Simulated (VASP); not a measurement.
# In2Sb (P6_3/mmc) in VASP: single point with r2SCAN

Aim: the single point of In2Sb with r2SCAN.

Program: VASP 6.6.1. These are calculated values, not measurements. Logs are shortened: lines on timing, memory, paths and dates and some standing lists are left out, and cuts for length are marked.

### Step 1. The cell of the first run

The structure is hexagonal, space group P6_3/mmc (No. 194). The conventional cell has a = 5.096 Å, b = 5.096 Å, c = 7.281 Å, α = 90.00°, β = 90.00°, γ = 120.00°. In (site symmetry -6m2) has 5 Sb at 2.94 to 3.64 Å and 6 In at 3.46 Å within 3.9 Å. In (site symmetry -3m) has 8 In at 3.46 to 3.64 Å and 6 Sb at 3.46 Å within 4.5 Å. Sb (site symmetry -6m2) has 11 In at 2.94 to 3.64 Å within 3.9 Å.

### Step 2. Single point, r2SCAN

File POSCAR:

```
In2Sb
1.0
    5.0961446016      0.0000000000      0.0000000000
   -2.5480723008      4.4133906863      0.0000000000
    0.0000000000      0.0000000000      7.2805909303
In Sb
4 2
Direct
    0.6666666667      0.3333333333      0.2500000000
    0.3333333333      0.6666666667      0.7500000000
    0.0000000000      0.0000000000      0.5000000000
    0.0000000000      0.0000000000      0.0000000000
    0.6666666667      0.3333333333      0.7500000000
    0.3333333333      0.6666666667      0.2500000000
```

File INCAR.step1:

```
SYSTEM = In2Sb
PREC = Accurate
ENCUT = 520
ISMEAR = 0
SIGMA = 0.15
LREAL = .False.
LASPH = .True.
NELM = 100
NBANDS = 40
GGA = PE
ALGO = Normal
EDIFF = 1E-4
LWAVE = .True.
LCHARG = .False.
```

File INCAR.step2:

```
SYSTEM = In2Sb
PREC = Accurate
ENCUT = 520
EDIFF = 1E-6
ISMEAR = 0
SIGMA = 0.15
LREAL = .False.
LASPH = .True.
NELM = 100
ALGO = Normal
ISIF = 2
LWAVE = .False.
LCHARG = .False.
METAGGA = R2SCAN
LMIXTAU = .True.
NBANDS = 40
ISTART = 1
```

File KPOINTS:

```
Automatic mesh
0
Gamma
  12 12 8
  0 0 0
```

Potentials or basis: VASP PAW PBE potentials, release 64 (In_d, Sb).

On the command line:

```sh
> cat potpaw_PBE.64/In_d/POTCAR potpaw_PBE.64/Sb/POTCAR > POTCAR
> cp INCAR.step1 INCAR
> mpirun -np 1 vasp_std > vasp.out
> cp INCAR.step2 INCAR
> mpirun -np 1 vasp_std > vasp.out
```

OUTCAR:

```text
SYSTEM = In2Sb
   PREC = Accurate
   ENCUT = 520
   EDIFF = 1E-6
   ISMEAR = 0
   LREAL = .False.
   LASPH = .True.
   NELM = 100
   ISIF = 2
   METAGGA = R2SCAN
   ISTART = 1

 ion  position               nearest neighbor table
   1  0.667  0.333  0.250-   6 2.94   6 2.94   6 2.94   3 3.46   4 3.46   3 3.46   4 3.46   3 3.46
                             4 3.46   5 3.64   5 3.64
   2  0.333  0.667  0.750-   5 2.94   5 2.94   5 2.94   3 3.46   4 3.46   4 3.46   3 3.46   4 3.46
                             3 3.46   6 3.64   6 3.64
   3  0.000  0.000  0.500-   1 3.46   2 3.46   5 3.46   6 3.46   2 3.46   6 3.46   1 3.46   5 3.46
                             1 3.46   5 3.46   2 3.46   6 3.46   4 3.64   4 3.64
   4  0.000  0.000  0.000-   1 3.46   2 3.46   5 3.46   6 3.46   2 3.46   6 3.46   1 3.46   5 3.46
                             1 3.46   5 3.46   2 3.46   6 3.46   3 3.64   3 3.64
   5  0.667  0.333  0.750-   2 2.94   2 2.94   2 2.94   4 3.46   3 3.46   3 3.46   4 3.46   3 3.46
                             4 3.46   1 3.64   1 3.64
   6  0.333  0.667  0.250-   1 2.94   1 2.94   1 2.94   4 3.46   3 3.46   4 3.46   3 3.46   4 3.46
                             3 3.46   2 3.64   2 3.64

  LATTYP: Found a hexagonal cell.
 ALAT       =     5.0961446016
 C/A-ratio  =     1.4286468496

  Lattice vectors:

 A1 = (   5.0961446016,   0.0000000000,   0.0000000000)
 A2 = (  -2.5480723008,   4.4133906863,   0.0000000000)
 A3 = (   0.0000000000,   0.0000000000,   7.2805909303)

Analysis of symmetry for initial positions (statically):
=====================================================================
 Subroutine PRICEL returns:
 Original cell was already a primitive cell.

 Routine SETGRP: Setting up the symmetry group for a
 hexagonal supercell.

 Subroutine GETGRP returns: Found 24 space group operations
 (whereof 12 operations were pure point group operations)
 out of a pool of 24 trial point group operations.

The static configuration has the point symmetry D_3d.
 The point group associated with its full space group is D_6h.

Analysis of symmetry for dynamics (positions and initial velocities):
=====================================================================
 Subroutine PRICEL returns:
 Original cell was already a primitive cell.

 Routine SETGRP: Setting up the symmetry group for a
 hexagonal supercell.

 Subroutine GETGRP returns: Found 24 space group operations
 (whereof 12 operations were pure point group operations)
 out of a pool of 24 trial point group operations.

The dynamic configuration has the point symmetry D_3d.
 The point group associated with its full space group is D_6h.

 Subroutine INISYM returns: Found 24 space group operations
 (whereof 12 operations are pure point group operations),
[... 112 lines left out ...]
   POTIM  = 0.5000    time-step for ionic-motion
   TEBEG  =    0.0;   TEEND  =   0.0 temperature during run
   PSTRESS=    0.0 pullay stress
   NELECT =      62.0000    total number of electrons
   NUPDOWN=      -1.0000    fix difference up-down
   EMIN   =  10.00;   EMAX   =-10.00  energy-range for DOS
   EFERMI =   0.00;   METHOD = LEGACY
   ISMEAR =     0;   SIGMA  =   0.15  broadening in eV -4-tet -1-fermi 0-gaus
   EFERMI_NEDOS =   21; number of points for ismear=-14 and -15
   IALGO  =     38    algorithm
   IMIX   =      4    mixing-type and parameters
     AMIX     =   0.40;   BMIX     =  1.00
     AMIX_MAG =   1.60;   BMIX_MAG =  1.00
  volume/ion in A,a.u.               =      27.29       184.17
  Fermi-wavevector in a.u.,A,eV,Ry     =   1.184346  2.238089 19.084548  1.402675
  Thomas-Fermi vector in A             =   2.320562
   LORBIT       =      0    0 simple, 1 ext, 2 COOP (PROOUT), +10 PAW based schemes
   METAGGA = R2SCAN    functional components
   LHFCALC =     F    Hartree Fock is set to
   AEXX    =    0.0000 exact exchange contribution
   IVDW    =     0    specifies the selected vdW correction
   LEPSILON=     F    determine dielectric tensor
   LRPA    =     F    only Hartree local field effects (RPA)
 non-spin polarized calculation
 Gauss-broadening in eV      SIGMA  =   0.15
  energy-cutoff  :      520.00
  volume of cell :      163.75
 maximum number of plane-waves:      4479
 NGX is ok and might be reduce to    40
   NGX = 19   NGY = 19   NGZ = 27

 number of electron      62.0000000 magnetization

 Free energy of the ion-electron system (eV)
  ---------------------------------------------------
  ext. energy  EPLUGINS =         0.00000000
  ---------------------------------------------------
  free energy    TOTEN  =      -141.23314903 eV

  energy without entropy =     -141.19595340  energy(sigma->0) =     -141.21455122

 E-fermi :   7.5633     XC(G=0): -10.6878

 val. band max:        7.5566087819   @ k =   0.4167   0.0000   0.5000
 cond. band min:       7.5642233577   @ k =   0.3333   0.0833   0.2500
 fundamental gap:      0.0076145758
 Fermi energy:         7.5633450450

 k-point     1 :       0.0000    0.0000    0.0000
  band No.  band energies     occupation
      1      -7.9664      2.00000
      2      -7.9664      2.00000
      3      -7.9388      2.00000
      4      -7.9388      2.00000
      5      -7.9237      2.00000
      6      -7.9168      2.00000
[... 1021 lines left out ...]
     39      12.2938      0.00000
     40      12.7184      0.00000

 [... further k-points ...]

------------------------ aborting loop because EDIFF is reached ----------------------------------------

  FORCE on cell =-STRESS in cart. coord.  units (eV):
  Direction    XX          YY          ZZ          XY          YZ          ZX
  --------------------------------------------------------------------------------------
  -------------------------------------------------------------------------------------
  Total        4.4127222      4.4127222     -1.5793221      0.0000000     -0.0000000      0.0000000
  in kB       43.1754054     43.1754054    -15.4525637      0.0000000     -0.0000000      0.0000000
  external PRESSURE =      23.6327490 kB  Pullay stress =       0.0000000 kB

 VOLUME and BASIS-vectors are now :
 -----------------------------------------------------------------------------
  energy-cutoff  :      520.00
  volume of cell :      163.75
      direct lattice vectors                 reciprocal lattice vectors
     5.096144602  0.000000000  0.000000000     0.196226771  0.113291579  0.000000000
    -2.548072301  4.413390686  0.000000000     0.000000000  0.226583158  0.000000000
     0.000000000  0.000000000  7.280590930     0.000000000  0.000000000  0.137351488

 POSITION                                       TOTAL-FORCE (eV/Angst)
 -----------------------------------------------------------------------------------
      2.54807      1.47113      1.82015        -0.000000      0.000000     -0.000000
     -0.00000      2.94226      5.46044         0.000000     -0.000000     -0.000000
      0.00000      0.00000      3.64030        -0.000000      0.000000      0.000000
      0.00000      0.00000      0.00000        -0.000000      0.000000      0.000000
      2.54807      1.47113      5.46044        -0.000000      0.000000      0.000000
     -0.00000      2.94226      1.82015         0.000000     -0.000000      0.000000
 -----------------------------------------------------------------------------------
    total drift:                               -0.000000     -0.000000      0.000000

  FREE ENERGIE OF THE ION-ELECTRON SYSTEM (eV)
  ---------------------------------------------------
  free  energy   TOTEN  =      -141.2331490327 eV

  energy  without entropy=     -141.1959534026  energy(sigma->0) =     -141.21455122
```

It took 57 min on 1 thread of Oxide Virtual Turin-like, shared host; peak memory 0.61 GiB.

Results:

```yaml
Free_energy: -141.2331 eV
Pressure: 2.4 GPa
Band_gap_on_the_k_mesh: zero (bands 31 and 32 overlap by 2.17 eV)
```

Stress tensor (GPa, compression positive):
```
 4.32  0.00  0.00
 0.00  4.32  0.00
 0.00  0.00 -1.55
```

Caveat: the stress differs along the axes, from -2 to 4 GPa; the PAW data sets were made with another functional, which shifts forces and pressure a little; spin-orbit coupling is left out, which moves the levels of the heavy elements.
